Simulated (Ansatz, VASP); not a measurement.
Au in VASP and in Ansatz

```
Au
1.0
     2.94696    0.00000    0.00000
    -1.47348    2.55214    0.00000
     0.00000    0.00000    4.77407
Au
2
Direct
  0.33333 0.66667 0.25000
  0.66667 0.33333 0.75000
```

Change from the starting cell: shortest bond scaled by 1, crystal datasets.

Alike in both runs: task electric field gradients; functional PBEsol; k mesh 12 × 12 × 6; occupations fermi-dirac, width 0.05 eV; no spin polarisation.

|  | VASP | Ansatz |
| --- | --- | --- |
| version | VASP 6.6.1 | Ansatz 0.2.0 |
| potentials or method | VASP PAW PBE potentials, release 64 (Au), cutoff 520 eV | all-electron PAW with datasets made for the crystal, scalar-relativistic |

```csv
,VASP,Ansatz,Ansatz less VASP
pressure (GPa),-7.7,-7.5,+0.20
"traceless stress, the component that is largest in VASP (GPa)",1.35,1.35,+0.003
size of Vzz on the site where it differs most (V/Å²),5.5,2.9,-2.53
```

VASP's potentials were made for PBE, not for PBEsol. Ansatz ran all-electron here, and VASP with PAW potentials.

Spin-orbit coupling is off throughout.
